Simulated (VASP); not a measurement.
# KI (Fm-3m) in VASP: notebook, part 3 of 3

VASP 6.6.1.

## Step 6: Vibrations by perturbation theory, LDA

This run uses another cell than the first one, of 39.70 Å³/atom, 1.031 times its volume.

The input, INCAR:

```
SYSTEM = KI
PREC = Accurate ; ENCUT = 520
EDIFF = 1E-8 ; ISMEAR = 0
SIGMA = 0.01 ; LREAL = .False.
LASPH = .True. ; NELM = 100
ALGO = Normal ; ISIF = 2
LWAVE = .False. ; LCHARG = .True.
GGA = CA ; IBRION = 8
NSW = 1
```

The input, KPOINTS:

```
regular mesh
0
Gamma
  6 6 6
  0 0 0
```

The input, POSCAR:

```
KI
1.0
    0.0000000000      3.4114757659      3.4114757659
    3.4114757659      0.0000000000      3.4114757659
    3.4114757659      3.4114757659      0.0000000000
K I
1 1
Direct
    0.0000000000      0.0000000000      0.0000000000
    0.5000000000      0.5000000000      0.5000000000
```

Potentials or basis: VASP PAW LDA potentials, release 64 (K_sv, I).

On the command line:

```bash
$ cat potpaw_LDA.64/K_sv/POTCAR potpaw_LDA.64/I/POTCAR > POTCAR
$ mpirun -np 1 vasp_std > vasp.out
```

OUTCAR:

```text
SYSTEM = KI
   PREC = Accurate
   ENCUT = 520
   EDIFF = 1E-8
   ISMEAR = 0
   LREAL = .False.
   LASPH = .True.
   NELM = 100
   ISIF = 2
   GGA = CA
   IBRION = 8
   NSW = 1

 ion  position               nearest neighbor table
   1  0.000  0.000  0.000-   2 3.41   2 3.41   2 3.41   2 3.41   2 3.41   2 3.41
   2  0.500  0.500  0.500-   1 3.41   1 3.41   1 3.41   1 3.41   1 3.41   1 3.41

  LATTYP: Found a face centered cubic cell.
 ALAT       =     6.8229515318

  Lattice vectors:

 A1 = (   0.0000000000,   3.4114757659,   3.4114757659)
 A2 = (   3.4114757659,   0.0000000000,   3.4114757659)
 A3 = (   3.4114757659,   3.4114757659,   0.0000000000)

Analysis of symmetry for initial positions (statically):
=====================================================================
 Subroutine PRICEL returns:
 Original cell was already a primitive cell.

 Routine SETGRP: Setting up the symmetry group for a
 face centered cubic supercell.

 Subroutine GETGRP returns: Found 48 space group operations
 (whereof 48 operations were pure point group operations)
 out of a pool of 48 trial point group operations.

The static configuration has the point symmetry O_h .

Analysis of symmetry for dynamics (positions and initial velocities):
=====================================================================
 Subroutine PRICEL returns:
 Original cell was already a primitive cell.

 Routine SETGRP: Setting up the symmetry group for a
 face centered cubic supercell.

 Subroutine GETGRP returns: Found 48 space group operations
 (whereof 48 operations were pure point group operations)
[... 414 lines left out ...]
    total drift:                                0.000000      0.000000      0.000000

  FREE ENERGIE OF THE ION-ELECTRON SYSTEM (eV)
  ---------------------------------------------------
  free  energy   TOTEN  =        -6.1661518885 eV

  energy  without entropy=       -6.1661518885  energy(sigma->0) =       -6.16615189

[... ionic steps 2 to 3 ...]

--------------------------------------- Ionic step        4  -------------------------------------------

------------------------ aborting loop because EDIFF is reached ----------------------------------------

[... ionic steps 5 to 6 ...]

--------------------------------------- Ionic step        7  -------------------------------------------

 Free energy of the ion-electron system (eV)
  ---------------------------------------------------
  ---------------------------------------------------
  free energy    TOTEN  =        -0.08664651 eV

  energy without entropy =       -0.08664651

------------------------ aborting loop because EDIFF is reached ----------------------------------------

 INTERNAL STRAIN TENSOR  FOR ION    2  DIRECTION 1   (eV/Angst):
 -----------------------------------------------------------------------------
     0.00427  0.00000  0.00000
     0.00000  0.00076 -0.00000
    -0.00000 -0.00000  0.00076

 INTERNAL STRAIN TENSOR FOR ION    2 for displacements in x,y,z  (eV/Angst):
          X           Y           Z          XY          YZ          ZX
  --------------------------------------------------------------------------------
  x     0.00000     0.00000     0.00000     0.00000     0.00000     0.00000
  y     0.00000     0.00000     0.00000     0.00000     0.00000     0.00000
  z     0.00000     0.00000     0.00000     0.00000     0.00000     0.00000

 SECOND DERIVATIVES (NOT SYMMETRIZED)
 ------------------------------------
               1X          1Y          1Z          2X          2Y          2Z
  1X    -1.466774    0.000000    0.000000    1.466774    0.000000    0.000000
  1Y     0.000000   -1.466774    0.000000    0.000000    1.466774    0.000000
  1Z     0.000000    0.000000   -1.466774    0.000000    0.000000    1.466774
  2X     1.463804    0.000000    0.000000   -1.463804    0.000000    0.000000
  2Y     0.000000    1.463804    0.000000    0.000000   -1.463804    0.000000
  2Z     0.000000    0.000000    1.463804    0.000000    0.000000   -1.463804

 Eigenvectors and eigenvalues of the dynamical matrix
 ----------------------------------------------------

   1 f  =    3.462347 THz    21.754567 2PiTHz  115.491461 cm-1    14.319110 meV
             X         Y         Z           dx          dy          dz
      0.000000  0.000000  0.000000    -0.874550    0.000000    0.000000
      3.411476  3.411476  3.411476     0.484936    0.000000    0.000000
[... 21 lines left out ...]
   6 f/i=    0.001488 THz     0.009351 2PiTHz    0.049640 cm-1     0.006155 meV
             X         Y         Z           dx          dy          dz
      0.000000  0.000000  0.000000     0.000000   -0.484936    0.000000
      3.411476  3.411476  3.411476     0.000000   -0.874550    0.000000

--------------------------------------------------------------------------------------------------------

 ELASTIC MODULI CONTR FROM IONIC RELAXATION (kBar)
 Direction    XX          YY          ZZ          XY          YZ          ZX
 --------------------------------------------------------------------------------
 XX           0.0000      0.0000      0.0000      0.0000      0.0000      0.0000
 YY           0.0000      0.0000      0.0000      0.0000      0.0000      0.0000
 ZZ           0.0000      0.0000      0.0000      0.0000      0.0000      0.0000
 XY           0.0000      0.0000      0.0000      0.0000      0.0000      0.0000
 YZ           0.0000      0.0000      0.0000      0.0000      0.0000      0.0000
 ZX           0.0000      0.0000      0.0000      0.0000      0.0000      0.0000
 --------------------------------------------------------------------------------
```

stdout:

```text
POSCAR found type information on POSCAR K I
 POSCAR found :  2 types and       2 ions
 scaLAPACK will be used
 LDA part: xc-table for (Slater(with rela. corr.)+CA(PZ))
 , standard interpolation
 POSCAR, INCAR and KPOINTS ok, starting setup
 FFT: planning ... GRIDC
 FFT: planning ... GRID_SOFT
 FFT: planning ... GRID
 WAVECAR not read
 entering main loop
 Linear response reoptimize wavefunctions to high precision
 Linear response DOF=           2
 Linear response progress:
 first order change of Fermi-energy   0.19030E+00
 force on displaced ion       1 direction 1 :  -1.467   0.000   0.000
 Linear response progress:
 first order change of Fermi-energy  -0.18352E+00
 force on displaced ion       2 direction 1 :  -1.464   0.000   0.000
 Linear response finished
```

Run time: 66 s. Hardware: 1 thread of Intel Xeon 6975P-C (Granite Rapids), shared host; peak memory 0.26 GiB.

What came out:

```yaml
Highest_phonon_frequency_at_Γ_LO-TO_splitting_left_out: 115 cm⁻¹
```

Phonon frequencies in cm⁻¹ (negative: imaginary):
```
              q point        frequencies
(0.000, 0.000, 0.000)  0 0 0 115 115 115
```

Caveat: spin-orbit coupling is left out, which moves the levels of the heavy elements.

## Step 7: Vibrations by perturbation theory, LDA (volume scaled by 1.030)

The input, INCAR:

```
PREC = Accurate ; ENCUT = 520
EDIFF = 1E-8 ; ISMEAR = 0
SIGMA = 0.01 ; LREAL = False
LASPH = True ; NELM = 100
ALGO = Normal ; ISIF = 2
LWAVE = False ; LCHARG = True
IBRION = 8 ; NSW = 1
```

The input, KPOINTS:

```
regular mesh
0
Gamma
  6 6 6
```

The input, POSCAR:

```
KI
1.0
    0.0000000000      3.4452549505      3.4452549505
    3.4452549505      0.0000000000      3.4452549505
    3.4452549505      3.4452549505      0.0000000000
K I
1 1
Direct
    0.0000000000      0.0000000000      0.0000000000
    0.5000000000      0.5000000000      0.5000000000
```

Potentials or basis: VASP PAW LDA potentials, release 64 (K_sv, I).

On the command line:

```bash
$ cat potpaw_LDA.64/K_sv/POTCAR potpaw_LDA.64/I/POTCAR > POTCAR
$ mpirun -np 1 vasp_std > vasp.out
```

OUTCAR:

```text
PREC = Accurate
   ENCUT = 520
   EDIFF = 1E-8
   ISMEAR = 0
   LREAL = False
   LASPH = True
   NELM = 100
   ISIF = 2
   IBRION = 8
   NSW = 1

 ion  position               nearest neighbor table
   1  0.000  0.000  0.000-   2 3.45   2 3.45   2 3.45   2 3.45   2 3.45   2 3.45
   2  0.500  0.500  0.500-   1 3.45   1 3.45   1 3.45   1 3.45   1 3.45   1 3.45

  LATTYP: Found a face centered cubic cell.
 ALAT       =     6.8905099010

  Lattice vectors:

 A1 = (   0.0000000000,   3.4452549505,   3.4452549505)
 A2 = (   3.4452549505,   0.0000000000,   3.4452549505)
 A3 = (   3.4452549505,   3.4452549505,   0.0000000000)

Analysis of symmetry for initial positions (statically):
=====================================================================
 Subroutine PRICEL returns:
 Original cell was already a primitive cell.

[... 459 lines left out ...]

 INTERNAL STRAIN TENSOR  FOR ION    2  DIRECTION 1   (eV/Angst):
 -----------------------------------------------------------------------------
     0.00425  0.00000 -0.00000
    -0.00000  0.00048  0.00000
     0.00000  0.00000  0.00048

 INTERNAL STRAIN TENSOR FOR ION    2 for displacements in x,y,z  (eV/Angst):
          X           Y           Z          XY          YZ          ZX
  --------------------------------------------------------------------------------
  x     0.00000     0.00000     0.00000     0.00000     0.00000     0.00000
  y     0.00000     0.00000     0.00000     0.00000     0.00000     0.00000
  z     0.00000     0.00000     0.00000     0.00000     0.00000     0.00000

 SECOND DERIVATIVES (NOT SYMMETRIZED)
 ------------------------------------
               1X          1Y          1Z          2X          2Y          2Z
  1X    -1.278065    0.000000    0.000000    1.278065    0.000000    0.000000
  1Y     0.000000   -1.278065    0.000000    0.000000    1.278065    0.000000
  1Z     0.000000    0.000000   -1.278065    0.000000    0.000000    1.278065
  2X     1.274648    0.000000    0.000000   -1.274648    0.000000    0.000000
  2Y     0.000000    1.274648    0.000000    0.000000   -1.274648    0.000000
  2Z     0.000000    0.000000    1.274648    0.000000    0.000000   -1.274648

 Eigenvectors and eigenvalues of the dynamical matrix
 ----------------------------------------------------

   1 f  =    3.231709 THz    20.305428 2PiTHz  107.798217 cm-1    13.365269 meV
             X         Y         Z           dx          dy          dz
      0.000000  0.000000  0.000000    -0.874617    0.000000    0.000000
      3.445255  3.445255  3.445255     0.484815    0.000000    0.000000
[... 21 lines left out ...]
   6 f/i=    0.001834 THz     0.011526 2PiTHz    0.061190 cm-1     0.007587 meV
             X         Y         Z           dx          dy          dz
      0.000000  0.000000  0.000000     0.000000   -0.484815    0.000000
      3.445255  3.445255  3.445255     0.000000   -0.874617    0.000000

--------------------------------------------------------------------------------------------------------

 ELASTIC MODULI CONTR FROM IONIC RELAXATION (kBar)
 Direction    XX          YY          ZZ          XY          YZ          ZX
 --------------------------------------------------------------------------------
 XX           0.0000      0.0000      0.0000      0.0000      0.0000      0.0000
 YY           0.0000      0.0000      0.0000      0.0000      0.0000      0.0000
 ZZ           0.0000      0.0000      0.0000      0.0000      0.0000      0.0000
 XY           0.0000      0.0000      0.0000      0.0000      0.0000      0.0000
 YZ           0.0000      0.0000      0.0000      0.0000      0.0000      0.0000
 ZX           0.0000      0.0000      0.0000      0.0000      0.0000      0.0000
 --------------------------------------------------------------------------------
```

OSZICAR:

```text
N       E                     dE             d eps       ncg     rms          rms(c)
DAV:   1     0.101606383203E+03    0.10161E+03   -0.66804E+03   384   0.114E+03
DAV:   2     0.324509255552E+00   -0.10128E+03   -0.95131E+02   476   0.277E+02
DAV:   3    -0.593105014546E+01   -0.62556E+01   -0.62295E+01   488   0.596E+01
[... 50 lines left out ...]
RMM:  16    -0.868737814084E-01    0.29949E-08    0.71768E-07  1591   0.150E-04    0.229E-06
RMM:  17    -0.868737782831E-01    0.31253E-08    0.71920E-07  1487   0.149E-04    0.910E-07
RMM:  18    -0.868737774367E-01    0.84636E-09    0.70590E-07  1285   0.149E-04    0.517E-07
RMM:  19    -0.868737768073E-01    0.62939E-09    0.69613E-07  1233   0.149E-04    0.341E-07
RMM:  20    -0.868737764134E-01    0.39393E-09    0.72907E-07  1199   0.149E-04    0.205E-07
RMM:  21    -0.868737762098E-01    0.20355E-09    0.70246E-07  1185   0.149E-04    0.994E-08
 Linear response finished
```

stdout:

```text
POSCAR found type information on POSCAR K I
 POSCAR found :  2 types and       2 ions
 scaLAPACK will be used
 LDA part: xc-table for (Slater(with rela. corr.)+CA(PZ))
 , standard interpolation
 POSCAR, INCAR and KPOINTS ok, starting setup
 FFT: planning ... GRIDC
 FFT: planning ... GRID_SOFT
 FFT: planning ... GRID
 WAVECAR not read
 entering main loop
 Linear response reoptimize wavefunctions to high precision
 Linear response DOF=           2
 Linear response progress:
 first order change of Fermi-energy   0.25017E+00
 force on displaced ion       1 direction 1 :  -1.278   0.000   0.000
 Linear response progress:
 first order change of Fermi-energy  -0.24406E+00
 force on displaced ion       2 direction 1 :  -1.275   0.000   0.000
 Linear response finished
```

Run time: 69 s. Hardware: 1 thread of Intel Xeon 6975P-C (Granite Rapids), shared host; peak memory 0.26 GiB.

What came out:

```yaml
Highest_phonon_frequency_at_Γ_LO-TO_splitting_left_out: 108 cm⁻¹
```

Phonon frequencies in cm⁻¹ (negative: imaginary):
```tsv
q point	frequencies
(0.000, 0.000, 0.000)	0 0 0 108 108 108
```

Caveat: the cell differs from its parent crystal (volume scaled by 1.030); spin-orbit coupling is left out, which moves the levels of the heavy elements.
